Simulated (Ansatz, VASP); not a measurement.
# HfO2 in VASP and in Ansatz

File POSCAR:

```
HfO2
1.0
    0.0223781250      2.5575000000      2.5575000000
    2.5575000000      0.0223781250      2.5575000000
    2.5798781250      2.5798781250      0.0000000000
Hf O
1 2
Direct
    0.0000000000      0.0000000000      0.0000000000
    0.2500000000      0.2500000000      0.2500000000
    0.7500000000      0.7500000000      0.7500000000
```

Contents of INCAR.step1:

```
SYSTEM = HfO2
PREC = Accurate
ENCUT = 520
ISMEAR = 0
SIGMA = 0.05
LREAL = .FALSE.
LASPH = .TRUE.
NELM = 80
NBANDS = 18
GGA = PE
ALGO = Normal
EDIFF = 1E-4
LWAVE = .TRUE.
LCHARG = .FALSE.
```

INCAR.step2

```
SYSTEM = HfO2
PREC = Accurate
ENCUT = 520
EDIFF = 1E-6
ISMEAR = 0
SIGMA = 0.05
LREAL = .FALSE.
LASPH = .TRUE.
NELM = 80
ALGO = Normal
ISIF = 2
LWAVE = .FALSE.
LCHARG = .FALSE.
METAGGA = R2SCAN
LMIXTAU = .TRUE.
NBANDS = 18
ISTART = 1
```

The input KPOINTS:

```
Automatic mesh
0
G
  8 8 8
  0 0 0
```

Input for Ansatz:

```yaml
crystal:
  lattice:
    - [0.022378125, 2.5575, 2.5575]
    - [2.5575, 0.022378125, 2.5575]
    - [2.579878125, 2.579878125, 0.0]
  atoms:
    - { symbol: Hf, position: [0.0, 0.0, 0.0] }
    - { symbol: O, position: [0.25, 0.25, 0.25] }
    - { symbol: O, position: [0.75, 0.75, 0.75] }
basis:
  ecutwfc: 500
kpoints:
  mp_grid: { grid: [8, 8, 8] }
hamiltonian:
  xc: r2scan
scf:
  occupations: { method: gaussian, width: 0.05 }
output:
  forces: true
  stress: true
  eigenvalues: true
```

Change from the starting cell: strain +0.0175 x Voigt [0, 0, 0, 0, 0, 1], atoms carried along.

Alike in both runs: task single point; functional r2SCAN; k mesh 8 × 8 × 8; occupations gaussian, width 0.05 eV; no spin polarisation.

|  | VASP | Ansatz |
| --- | --- | --- |
| version | VASP 6.6.1 | Ansatz 0.2.0 |
| potentials or method | VASP PAW PBE potentials, release 64 (Hf_pv, O), cutoff 520 eV | scalar-relativistic, plane waves, PAW |
| valence electrons in the cell | 22 | 38 |

|  | VASP | Ansatz | Ansatz less VASP |
| --- | --- | --- | --- |
| gap on the k mesh at the Fermi level (eV) | 4.22 | 4.21 | -0.007 |
| least direct gap on the mesh (eV) | 4.22 | 4.21 | -0.007 |
| pressure (GPa) | -11.9 | -8.3 | +3.55 |
| traceless stress, the component that is largest in VASP (GPa) | -1.33 | -1.45 | -0.114 |
| rms of the force components (eV/Å) | 0.041 | 0.047 | +0.0064 |

VASP's potentials were made for PBE, not for r2SCAN. Atom by atom the forces differ by 0.006 eV/Å (rms over components). VASP's potentials hold 22 valence electrons a cell and Ansatz's 38, so a difference there can come from the potentials and not from the codes.

Spin-orbit coupling is off throughout.
